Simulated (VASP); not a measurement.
BP:

```
B P
1.0
     0.00000    2.26832    2.26832
     2.26832    0.00000    2.26832
     2.26832    2.26832    0.00000
B P
1 1
Direct
  0.00000 0.00000 0.00000
  0.25000 0.25000 0.25000
```

Program: VASP 6.6.1. Alike in all runs: task single point; no spin polarisation; cell as given; cutoff (eV) 520; smearing gaussian 0.01 eV.

**Question.** Order these runs on this cell by their pressure, lowest first.
A. level r2SCAN; potentials or basis VASP PAW PBE potentials, release 64 (B, P); k mesh 10 × 10 × 10
B. level LDA; potentials or basis VASP PAW LDA potentials, release 64 (B, P); k mesh 10 × 10 × 10
C. level PBE; potentials or basis VASP PAW PBE potentials, release 64 (B, P); k mesh 6 × 6 × 6

**Answer.** B (-5.2 GPa), A (-0.5 GPa), C (1.2 GPa).

Caveats: the PAW data sets were made with another functional, which shifts forces and pressure a little (some runs).
